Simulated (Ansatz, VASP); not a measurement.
NaF in VASP and in Ansatz

INCAR

```
SYSTEM = NaF
  ALGO = Normal
  EDIFF = 1E-7
  ENCUT = 520
  GGA = PS
  ISIF = 2
  ISMEAR = 0
  LASPH = .TRUE.
  LCHARG = .FALSE.
  LREAL = .FALSE.
  LWAVE = .FALSE.
  NBANDS = 14
  NELM = 100
  PREC = Accurate
  SIGMA = 0.02
```

Contents of KPOINTS:

```
k-points
0
G
  8 8 8
  0 0 0
```

POSCAR

```
NaF
1.0
    0.0000000000      2.2434534023      2.2434534023
    2.2434534023      0.0000000000      2.2434534023
    2.2434534023      2.2434534023      0.0000000000
Na F
1 1
Direct
    0.0000000000      0.0000000000      0.0000000000
    0.5000000000      0.5000000000      0.5000000000
```

Input for Ansatz:

```yaml
crystal:
  lattice:
    - [0.0, 2.2434534023, 2.2434534023]
    - [2.2434534023, 0.0, 2.2434534023]
    - [2.2434534023, 2.2434534023, 0.0]
  atoms:
    - { symbol: Na, position: [0.0, 0.0, 0.0] }
    - { symbol: F, position: [0.5, 0.5, 0.5] }
basis:
  ecutwfc: 420
kpoints:
  mp_grid: { grid: [8, 8, 8] }
hamiltonian:
  xc: pbesol
scf:
  occupations: { method: gaussian, width: 0.02 }
output:
  forces: true
  stress: true
  eigenvalues: true
```

Alike in both runs: task single point; functional PBEsol; k mesh 8 × 8 × 8; occupations gaussian, width 0.02 eV; no spin polarisation.

|  | VASP | Ansatz |
| --- | --- | --- |
| version | VASP 6.6.1 | Ansatz 0.2.0 |
| potentials or method | VASP PAW PBE potentials, release 64 (Na_pv, F), cutoff 520 eV | scalar-relativistic, plane waves, PAW |
| valence electrons in the cell | 14 | 16 |

|  | VASP | Ansatz | Ansatz less VASP |
| --- | --- | --- | --- |
| gap on the k mesh at the Fermi level (eV) | 6.70 | 6.72 | +0.023 |
| least direct gap on the mesh (eV) | 6.70 | 6.72 | +0.023 |
| pressure (GPa) | 5.8 | 5.6 | -0.12 |

VASP's potentials were made for PBE, not for PBEsol. VASP's potentials hold 14 valence electrons a cell and Ansatz's 16, so a difference there can come from the potentials and not from the codes.
